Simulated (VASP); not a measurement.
# RuS2: single point with PBE+D3(BJ)

Crystal: RuS2.

```
Ru S
1.0
     3.38443    0.00000    0.00000
    -1.69221    2.93100    0.00000
     0.00000    0.00000    4.87660
Ru S
1 2
Cartesian
  0.0000 0.0000 0.0000
  1.6922 0.9770 3.5530
  0.0000 1.9540 1.3236
```

* Program: VASP 6.6.1
* Task: single point
* Functional: PBE
* Dispersion: D3(BJ)
* Potentials or basis: VASP PAW PBE potentials, release 64 (Ru_pv, S)
* Cutoff: 520 eV
* k mesh: 6 × 6 × 4
* Occupations: gaussian, width 0.1 eV
* Spin: collinear spin, ferromagnetic start
* Starting moments: [0.65, 0.0, 0.0] μB

```yaml
Pressure: -0.2 GPa
Largest_force: 0.023 eV/Å
Net_moment: 0.52 μB per cell
Site_moments: Ru +0.40; S +0.03 μB
Valence_electrons_inside_the_program's_atomic_spheres: Ru 12.66; S 3.65
Dispersion_energy_per_atom: -0.426 eV
```

Forces on the atoms (eV/Å):
```
Ru   0.000  0.000  0.000
S    0.000  0.000  0.023
S    0.000  0.000 -0.023
```

Stress tensor (GPa, compression positive):
```
-0.26  0.00  0.00
 0.00 -0.26  0.00
 0.00  0.00 -0.17
```

Levels at points of the mesh, in eV from the Fermi level:
Spin up:
```
           k point  band 11  band 12  band 13  band 14  band 15  band 16
(0.00, 0.00, 0.00)    -0.77    -0.36    -0.36     0.74     2.47     2.47
(0.50, 0.00, 0.00)    -2.71    -1.46    -0.84    -0.17     2.76     3.78
(0.00, 0.00, 0.50)    -1.98    -0.99    -0.99     0.42     3.65     3.65
(0.50, 0.00, 0.50)    -1.64    -0.89    -0.85    -0.30     2.16     3.95
```
Spin down:
| k point | band 10 | band 11 | band 12 | band 13 | band 14 | band 15 | band 16 | band 17 |
| --- | --- | --- | --- | --- | --- | --- | --- | --- |
| (0.00, 0.00, 0.00) | -1.62 | -0.52 | -0.29 | -0.29 | 0.77 | 2.60 | 2.60 | 5.10 |
| (0.50, 0.00, 0.00) | -3.41 | -2.65 | -1.27 | -0.47 | 0.15 | 2.90 | 3.91 | 7.25 |
| (0.00, 0.00, 0.50) | -1.69 | -1.69 | -0.92 | -0.92 | 0.59 | 3.78 | 3.78 | 6.71 |
| (0.50, 0.00, 0.50) | -1.74 | -1.58 | -0.85 | -0.49 | 0.05 | 2.29 | 4.08 | 5.46 |

Wall time 100 s on 1 thread of Intel Xeon 8259CL, on a shared host, peak memory 0.22 GiB.

Caveat: an empty level that is flat over the whole mesh can mark a ghost state of the potentials, or a narrow d or f band.
